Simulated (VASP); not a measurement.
GaN: G0W0 quasiparticle levels with PBE

The system is GaN.

```
Ga N
1.0
     0.00000    2.10852    2.10852
     2.10852    0.00000    2.10852
     2.10852    2.10852    0.00000
Ga N
1 1
Direct
  0.00000 0.00000 0.00000
  0.50000 0.50000 0.50000
```

| Item | Value |
| --- | --- |
| Program | VASP 6.6.1 |
| Task | G0W0 quasiparticle levels |
| Functional | PBE |
| Potentials or basis | VASP PAW PBE potentials, release 64 (Ga_d_GW, N_GW) |
| Cutoff | 500 eV |
| k mesh | 4 × 4 × 4 |
| Occupations | gaussian, width 0.01 eV |
| Spin | no spin polarisation |
| Dipole correction | no |
| GW scheme | G0W0 |
| GW iterations | 1 |
| Cutoff of the response function | 80 |
| Frequency points | 48 |
| Empty bands | 60 |
| Further INCAR settings | ALGO = EVGW0; EDIFF = 1e-08; NBANDS = 69 |

| Quantity | Value |
| --- | --- |
| Band gap on the k mesh, mean-field level | 0.72 eV, indirect (least direct gap 2.80 eV) |
| Quasiparticle gap | 1.53 eV |
| Least direct quasiparticle gap | 3.64 eV |

Levels at points of the mesh, in eV from the valence-band top:
```
           k point  band 6  band 7  band 8  band 9  band 10  band 11  band 12  band 13
(0.00, 0.00, 0.00)  -13.91   -0.34   -0.34   -0.34     2.46    14.75    14.75    14.75
(0.50, 0.00, 0.00)  -13.78   -8.19    0.00    0.00     4.84     9.22     9.22     9.66
(0.50, 0.50, 0.00)  -10.89   -7.05   -2.91   -2.91     0.72     7.91    12.17    14.72
```

Wall time 35 s on 1 thread of Intel Xeon 6975P-C (shared host), peak memory 0.18 GiB.

Caveat: the k points lie up to 0.65 Å⁻¹ apart; bands, screening cutoff and mesh are small and nothing is extrapolated, so the quasiparticle values aren't converged. A k mesh can miss the band edges.
